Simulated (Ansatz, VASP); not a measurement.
# Two plane-wave programs on TiO2

```
Ti O
1.0
    -1.89210    1.89210    4.75730
     1.89210   -1.89210    4.75730
     1.89210    1.89210   -4.75730
Ti O
2 4
Direct
  0.00000 0.00000 0.00000
  0.75000 0.25000 0.50000
  0.20879 0.20879 0.00000
  0.95879 0.45879 0.50000
  0.54121 0.04121 0.50000
  0.79121 0.79121 0.00000
```

Alike in both runs: task electric field gradients; functional PBE; k mesh 7 × 7 × 7; occupations fermi-dirac, width 0.02 eV; no spin polarisation.

|  | VASP | Ansatz |
| --- | --- | --- |
| version | VASP 6.6.1 | Ansatz 0.2.0 |
| potentials or method | VASP PAW PBE potentials, release 64 (Ti_sv, O) | plane-wave PAW, scalar-relativistic |
| plane-wave cutoff (eV) | 520 | 420 |
| valence electrons in the cell | 48 | 48 |

Ansatz gave:

- gap on the k mesh at the Fermi level (eV): 2.10
- pressure (GPa): 4.8
- traceless stress, the component that is largest in VASP (GPa): 0.07
- rms of the force components (eV/Å): 0.000
- size of Vzz on the site where it differs most (V/Å²): 19.3

Task: Estimate VASP's values.

Result: gap on the k mesh at the Fermi level (eV): 2.07; pressure (GPa): 5.5; traceless stress, the component that is largest in VASP (GPa): 0.11; rms of the force components (eV/Å): 0.011; size of Vzz on the site where it differs most (V/Å²): 16.8.

Atom by atom the forces differ by 0.010 eV/Å (rms over components).
